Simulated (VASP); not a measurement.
HgTe, 2 atoms in the cell. The structure is tetragonal, space group I-4m2 (No. 119). Conventional cell: a = 4.720 Å, b = 4.720 Å, c = 6.349 Å, α = 90.00°, β = 90.00°, γ = 90.00°. Within 3.7 Å of Hg (site symmetry -4m2) lie 4 Te at 2.84 Å. Te (site symmetry -4m2) has 4 Hg at 2.84 Å within 3.7 Å.  This cell differs from its parent crystal: strain +0.025 along x and y, -0.025 along z.

| Item | Value |
| --- | --- |
| Program | VASP 6.6.1 |
| Task | single point |
| Functional | PBEsol |
| Potentials or basis | VASP PAW PBE potentials, release 64 (Hg, Te) |
| Cutoff | 520 eV |
| k mesh | 16 × 16 × 16 |
| Occupations | gaussian, width 0.15 eV |
| Spin | no spin polarisation |
| Dipole correction | no |
| Further INCAR settings | ALGO = Normal; EDIFF = 1e-07; NBANDS = 16 |

Potentials or basis: VASP PAW PBE potentials, release 64 (Hg, Te).

Run with:

```console
$ cat potpaw_PBE.64/Hg/POTCAR potpaw_PBE.64/Te/POTCAR > POTCAR
$ mpirun -np 1 vasp_std > vasp.out
```

Hardware: 1 thread of Intel(R) Xeon(R) Platinum 8488C (Sapphire Rapids), on a shared host.

Q: How long does it take, and how much memory?

A: Wall time 2.7 min on 1 thread of Intel(R) Xeon(R) Platinum 8488C (Sapphire Rapids) (shared host), peak memory 0.53 GiB. Counts: scf iterations 13, k points 349.
